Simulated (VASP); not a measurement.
# Si2Mo in VASP: notebook

Si2Mo is run at these levels: PBE; tasks: single point, relaxation of cell and atoms.

Everything below comes from runs of VASP 6.6.1. Logs are shortened: lines on timing, memory, paths and dates and some standing lists are left out, and cuts for length are marked.

### Step 1. The cell of the first run

It takes space group Immm (No. 71, orthorhombic). The conventional cell has a = 3.169 Å, b = 3.230 Å, c = 7.889 Å, α = 90.00°, β = 90.00°, γ = 90.00°. Within 3.4 Å of Si (site symmetry mm2) lie 9 Si at 2.60 to 3.23 Å and 5 Mo at 2.61 to 2.64 Å. Within 3.4 Å of Mo (site symmetry mmm) lie 10 Si at 2.61 to 2.64 Å and 4 Mo at 3.17 to 3.23 Å.

### Step 2. Single point, PBE (uniaxial strain along a: -1.5 %, then relaxed in part)

File INCAR:

```
SYSTEM = Si2Mo
PREC = Accurate
ENCUT = 520
EDIFF = 1E-6
ISMEAR = 0
SIGMA = 0.1
LREAL = .False.
LASPH = .True.
NELM = 100
ALGO = Normal
ISIF = 2
LWAVE = .False.
LCHARG = .False.
GGA = PE
NBANDS = 31
```

File KPOINTS:

```
regular mesh
0
Gamma
  12 12 6
  0 0 0
```

File POSCAR:

```
Si2Mo
1.0
    3.1685946551      0.0000000000      0.0000000000
    0.0000000000      3.2299546747      0.0000000000
    0.0000000000      0.0000000000      7.8887393999
Si Mo
4 2
Direct
    0.0000000000      0.0000000000      0.3350215020
    0.5000000000      0.5000000000      0.1649784980
    0.5000000000      0.5000000000      0.8350215020
    0.0000000000      0.0000000000      0.6649784980
    0.0000000000      0.0000000000      0.0000000000
    0.5000000000      0.5000000000      0.5000000000
```

Potentials or basis: VASP PAW PBE potentials, release 64 (Si, Mo_sv).

On the command line:

```console
$ cat potpaw_PBE.64/Si/POTCAR potpaw_PBE.64/Mo_sv/POTCAR > POTCAR
$ mpirun -np 1 vasp_std > vasp.out
```

OUTCAR:

```text
SYSTEM = Si2Mo
   PREC = Accurate
   ENCUT = 520
   EDIFF = 1E-6
   ISMEAR = 0
   LREAL = .False.
   LASPH = .True.
   NELM = 100
   ISIF = 2
   GGA = PE

 ion  position               nearest neighbor table
   1  0.000  0.000  0.335-   4 2.60   6 2.61   6 2.61   6 2.61   6 2.61   2 2.63   2 2.63   2 2.63
                             2 2.63   5 2.64
   2  0.500  0.500  0.165-   3 2.60   5 2.61   5 2.61   5 2.61   5 2.61   1 2.63   1 2.63   1 2.63
                             1 2.63   6 2.64
   3  0.500  0.500  0.835-   2 2.60   5 2.61   5 2.61   5 2.61   5 2.61   4 2.63   4 2.63   4 2.63
                             4 2.63   6 2.64
   4  0.000  0.000  0.665-   1 2.60   6 2.61   6 2.61   6 2.61   6 2.61   3 2.63   3 2.63   3 2.63
                             3 2.63   5 2.64
   5  0.000  0.000  0.000-   3 2.61   3 2.61   3 2.61   3 2.61   2 2.61   2 2.61   2 2.61   2 2.61
                             1 2.64   4 2.64
   6  0.500  0.500  0.500-   1 2.61   4 2.61   1 2.61   4 2.61   1 2.61   4 2.61   1 2.61   4 2.61
                             2 2.64   3 2.64

  LATTYP: Found a simple orthorhombic cell.
 ALAT       =     3.1685946551
 B/A-ratio  =     1.0193650581
 C/A-ratio  =     2.4896650593

  Lattice vectors:

 A1 = (   3.1685946551,   0.0000000000,   0.0000000000)
 A2 = (   0.0000000000,   3.2299546747,   0.0000000000)
 A3 = (   0.0000000000,   0.0000000000,   7.8887393999)

Analysis of symmetry for initial positions (statically):
=====================================================================
 Subroutine PRICEL returns following result:

  LATTYP: Found a body centered orthorhombic cell.
 ALAT       =     3.1685946551
 B/A-ratio  =     1.0193650581
 C/A-ratio  =     2.4896650593

  Lattice vectors:

 A1 = (  -1.5842973276,   1.6149773374,   3.9443696999)
 A2 = (   1.5842973276,  -1.6149773374,   3.9443697000)
 A3 = (   1.5842973276,   1.6149773373,  -3.9443696999)

   2 primitive cells build up your supercell.

 Routine SETGRP: Setting up the symmetry group for a
 simple orthorhombic supercell.

 Subroutine GETGRP returns: Found  8 space group operations
 (whereof  8 operations were pure point group operations)
 out of a pool of  8 trial point group operations.

The static configuration has the point symmetry D_2h.

Analysis of symmetry for dynamics (positions and initial velocities):
=====================================================================
 Subroutine PRICEL returns following result:

  LATTYP: Found a body centered orthorhombic cell.
 ALAT       =     3.1685946551
 B/A-ratio  =     1.0193650581
 C/A-ratio  =     2.4896650593

  Lattice vectors:

 A1 = (  -1.5842973276,   1.6149773374,   3.9443696999)
 A2 = (   1.5842973276,  -1.6149773374,   3.9443697000)
 A3 = (   1.5842973276,   1.6149773373,  -3.9443696999)

   2 primitive cells build up your supercell.

 Routine SETGRP: Setting up the symmetry group for a
 simple orthorhombic supercell.

 Subroutine GETGRP returns: Found  8 space group operations
 (whereof  8 operations were pure point group operations)
 out of a pool of  8 trial point group operations.

The dynamic configuration has the point symmetry D_2h.

 Subroutine INISYM returns: Found  8 space group operations
 (whereof  8 operations are pure point group operations),
 and found     2 'primitive' translations

----------------------------------------------------------------------------------------

                                     Primitive cell

  volume of cell :      40.3683

  direct lattice vectors                    reciprocal lattice vectors
    -1.584297328  1.614977337  3.944369700     0.000000000  0.309601868  0.126762965
     1.584297328 -1.614977337  3.944369700     0.315597326  0.000000000  0.126762965
     1.584297328  1.614977337 -3.944369700     0.315597326  0.309601868 -0.000000000

  length of vectors
     4.547109208  4.547109208  4.547109208     0.334547704  0.340103692  0.442102916

  position of ions in fractional coordinates (direct lattice)
     0.335021502  0.335021502  1.000000000
     0.664978498  0.664978498  1.000000000
     0.000000000  0.000000000  0.000000000

  ion indices of the primitive-cell ions
   primitive index   ion index
                 1           1
                 2           4
                 3           5

----------------------------------------------------------------------------------------

 KPOINTS: regular mesh

Automatic generation of k-mesh.
 Grid dimensions read from file:
 generate k-points for:   12   12    6

 Generating k-lattice:

  Cartesian coordinates                     Fractional coordinates (reciprocal lattice)
     0.026299777  0.000000000  0.000000000     0.083333333  0.000000000  0.000000000
     0.000000000  0.025800156  0.000000000     0.000000000  0.083333333  0.000000000
     0.000000000  0.000000000  0.021127161     0.000000000  0.000000000  0.166666667

  Length of vectors
     0.026299777  0.025800156  0.021127161

  Shift w.r.t. Gamma in fractional coordinates (k-lattice)
     0.000000000  0.000000000  0.000000000

 Subroutine IBZKPT returns following result:
 ===========================================

 Found    196 irreducible k-points:

 Following reciprocal coordinates:
            Coordinates               Weight
  0.000000  0.000000  0.000000      1.000000
  0.083333  0.000000  0.000000      2.000000
  0.166667  0.000000  0.000000      2.000000
  0.250000  0.000000  0.000000      2.000000
  0.333333  0.000000  0.000000      2.000000
  0.416667  0.000000  0.000000      2.000000
[... 16 lines left out ...]
  0.083333  0.250000  0.000000      4.000000
  0.166667  0.250000  0.000000      4.000000
 [... further k-points ...]
   k-points           NKPTS =    196   k-points in BZ     NKDIM =    196   number of bands    NBANDS=     31
   number of dos      NEDOS =    301   number of ions     NIONS =      6
   total plane-waves  NPLWV =  34560
   dimension x,y,z NGX =    24 NGY =   24 NGZ =   60
   dimension x,y,z NGXF=    48 NGYF=   48 NGZF=  120
   ions per type =               4   2
   NGX,Y,Z   is equivalent  to a cutoff of  12.59, 12.35, 12.64 a.u.
   NGXF,Y,Z  is equivalent  to a cutoff of  25.18, 24.71, 25.29 a.u.
 SYSTEM =  Si2Mo
   PREC   = accura    normal or accurate (medium, high low for compatibility)
   ISTART =      0    job   : 0-new  1-cont  2-samecut
   ICHARG =      2    charge: 1-file 2-atom 10-const
   ISPIN  =      1    spin polarized calculation?
   LNONCOLLINEAR =      F non collinear calculations
   LSORBIT =      F    spin-orbit coupling
   LASPH  =      T    aspherical Exc in radial PAW
   ENCUT  =  520.0 eV  38.22 Ry    6.18 a.u.   5.89  6.01 14.67*2*pi/ulx,y,z
   NELM   =    100;   NELMIN=  2; NELMDL= -5     # of ELM steps
   EDIFF  = 0.1E-05   stopping-criterion for ELM
   LREAL  =      F    real-space projection
   EDIFFG = 0.1E-04   stopping-criterion for IOM
   NSW    =      0    number of steps for IOM
   IBRION =     -1    ionic relax: 0-MD 1-quasi-New 2-CG
   NFREE  =      0    steps in history (QN), initial steepest desc. (CG)
   ISIF   =      2    stress and relaxation
   ISYM   =      2    0-nonsym 1-usesym 2-fastsym
   POTIM  = 0.5000    time-step for ionic-motion
   TEBEG  =    0.0;   TEEND  =   0.0 temperature during run
   PSTRESS=    0.0 pullay stress
   NELECT =      44.0000    total number of electrons
   NUPDOWN=      -1.0000    fix difference up-down
   EMIN   =  10.00;   EMAX   =-10.00  energy-range for DOS
   EFERMI =   0.00;   METHOD = LEGACY
   ISMEAR =     0;   SIGMA  =   0.10  broadening in eV -4-tet -1-fermi 0-gaus
   EFERMI_NEDOS =   21; number of points for ismear=-14 and -15
   IALGO  =     38    algorithm
   IMIX   =      4    mixing-type and parameters
     AMIX     =   0.40;   BMIX     =  1.00
     AMIX_MAG =   1.60;   BMIX_MAG =  1.00
  volume/ion in A,a.u.               =      13.46        90.81
  Fermi-wavevector in a.u.,A,eV,Ry     =   1.337218  2.526975 24.329277  1.788151
  Thomas-Fermi vector in A             =   2.465784
   LORBIT       =      0    0 simple, 1 ext, 2 COOP (PROOUT), +10 PAW based schemes
   GGA     = PE    functional components
   LHFCALC =     F    Hartree Fock is set to
   AEXX    =    0.0000 exact exchange contribution
   IVDW    =     0    specifies the selected vdW correction
   LEPSILON=     F    determine dielectric tensor
   LRPA    =     F    only Hartree local field effects (RPA)
 non-spin polarized calculation
 Gauss-broadening in eV      SIGMA  =   0.10
  energy-cutoff  :      520.00
  volume of cell :       80.74
 maximum number of plane-waves:      2206
 NGX is ok and might be reduce to    24
   NGX = 11   NGY = 13   NGZ = 29

 number of electron      44.0000006 magnetization

 Free energy of the ion-electron system (eV)
  ---------------------------------------------------
  ext. energy  EPLUGINS =         0.00000000
  ---------------------------------------------------
  free energy    TOTEN  =       -46.50179820 eV

  energy without entropy =      -46.49888779  energy(sigma->0) =      -46.50034299

 E-fermi :  12.2456     XC(G=0): -12.4129

 val. band max:       12.2291432341   @ k =   0.0833   0.0000   0.3333
 cond. band min:      12.2720793701   @ k =   0.0000   0.0833   0.0000
 fundamental gap:      0.0429361360
 Fermi energy:        12.2455693528

 k-point     1 :       0.0000    0.0000    0.0000
  band No.  band energies     occupation
      1     -48.5091      2.00000
      2     -48.5085      2.00000
      3     -22.6861      2.00000
      4     -22.6630      2.00000
      5     -22.6093      2.00000
      6     -22.6077      2.00000
[... 23 lines left out ...]
     30      16.8045      0.00000
     31      17.2337      0.00000

 k-point     2 :       0.0833    0.0000    0.0000
  band No.  band energies     occupation
      1     -48.5077      2.00000
      2     -48.5072      2.00000
      3     -22.6834      2.00000
      4     -22.6610      2.00000
      5     -22.6074      2.00000
      6     -22.6058      2.00000
[... 740 lines left out ...]
 k-point    24 :       0.1667    0.2500    0.0000
  band No.  band energies     occupation
      1     -48.4958      2.00000
      2     -48.4954      2.00000
      3     -22.7190      2.00000
      4     -22.7183      2.00000
      5     -22.6587      2.00000
      6     -22.6446      2.00000
[... 23 lines left out ...]
     30      17.3579      0.00000
     31      17.5242      0.00000

 [... further k-points ...]

------------------------ aborting loop because EDIFF is reached ----------------------------------------

  FORCE on cell =-STRESS in cart. coord.  units (eV):
  Direction    XX          YY          ZZ          XY          YZ          ZX
  --------------------------------------------------------------------------------------
  -------------------------------------------------------------------------------------
  Total        2.8295216      0.0977477      0.0802383     -0.0000000      0.0000000      0.0000000
  in kB       56.1504017      1.9397520      1.5922888     -0.0000000      0.0000000      0.0000000
  external PRESSURE =      19.8941475 kB  Pullay stress =       0.0000000 kB

 VOLUME and BASIS-vectors are now :
 -----------------------------------------------------------------------------
  energy-cutoff  :      520.00
  volume of cell :       80.74
      direct lattice vectors                 reciprocal lattice vectors
     3.168594655  0.000000000  0.000000000     0.315597326  0.000000000  0.000000000
     0.000000000  3.229954675  0.000000000     0.000000000  0.309601868  0.000000000
     0.000000000  0.000000000  7.888739400     0.000000000  0.000000000  0.126762965

 POSITION                                       TOTAL-FORCE (eV/Angst)
 -----------------------------------------------------------------------------------
      0.00000      0.00000      2.64290         0.000000      0.000000      0.000021
      1.58430      1.61498      1.30147        -0.000000      0.000000     -0.000021
      1.58430      1.61498      6.58727         0.000000     -0.000000      0.000021
      0.00000      0.00000      5.24584        -0.000000      0.000000     -0.000021
      0.00000      0.00000      0.00000         0.000000      0.000000      0.000000
      1.58430      1.61498      3.94437        -0.000000      0.000000     -0.000000
 -----------------------------------------------------------------------------------
    total drift:                                0.000000      0.000000      0.000000

  FREE ENERGIE OF THE ION-ELECTRON SYSTEM (eV)
  ---------------------------------------------------
  free  energy   TOTEN  =       -46.5017981971 eV

  energy  without entropy=      -46.4988877897  energy(sigma->0) =      -46.50034299
```

Wall time 5.2 min (1 thread of Intel Xeon 6975P-C (Granite Rapids), shared host); peak memory 0.46 GiB.

Results:

```
Free energy            : -46.5018 eV
Pressure               : 2.0 GPa
Band gap on the k mesh : zero (band 22 reaches 12.71 eV, above the bottom of band 23 at 11.88 eV)
```

Stress tensor (GPa, compression positive):
```
5.62 0.00 0.00
0.00 0.19 0.00
0.00 0.00 0.16
```

Levels at points of the mesh, in eV from the Fermi level:
```csv
k point,band 18,band 19,band 20,band 21,band 22,band 23,band 24,band 25,band 26,band 27
"(0.00, 0.00, 0.00)",-2.21,-0.73,-0.69,-0.49,-0.24,0.37,0.50,2.94,3.34,3.37
"(0.50, 0.00, 0.00)",-2.65,-2.47,-2.47,-0.79,-0.79,1.90,1.90,3.38,3.38,3.43
"(0.00, 0.50, 0.00)",-2.51,-2.38,-2.38,-0.60,-0.60,1.76,1.76,3.10,3.10,3.63
"(0.50, 0.50, 0.00)",-4.45,-3.11,-3.11,-1.23,-1.23,2.27,2.27,2.70,2.70,3.02
"(0.00, 0.00, 0.50)",-2.22,-1.89,-1.89,0.44,0.44,1.51,1.51,1.84,1.84,1.91
"(0.50, 0.00, 0.50)",-2.70,-2.58,-2.58,-0.60,-0.60,2.39,2.39,2.93,2.93,3.99
"(0.00, 0.50, 0.50)",-2.62,-2.43,-2.43,-0.42,-0.42,2.08,2.08,3.27,3.27,3.94
"(0.50, 0.50, 0.50)",-2.77,-2.17,-2.17,-2.07,-2.07,0.22,0.22,2.28,2.28,3.93
```

Caveat: the cell differs from its parent crystal (uniaxial strain along a: -1.5 %, then relaxed in part).

(Part 1 of 2 ends here.)
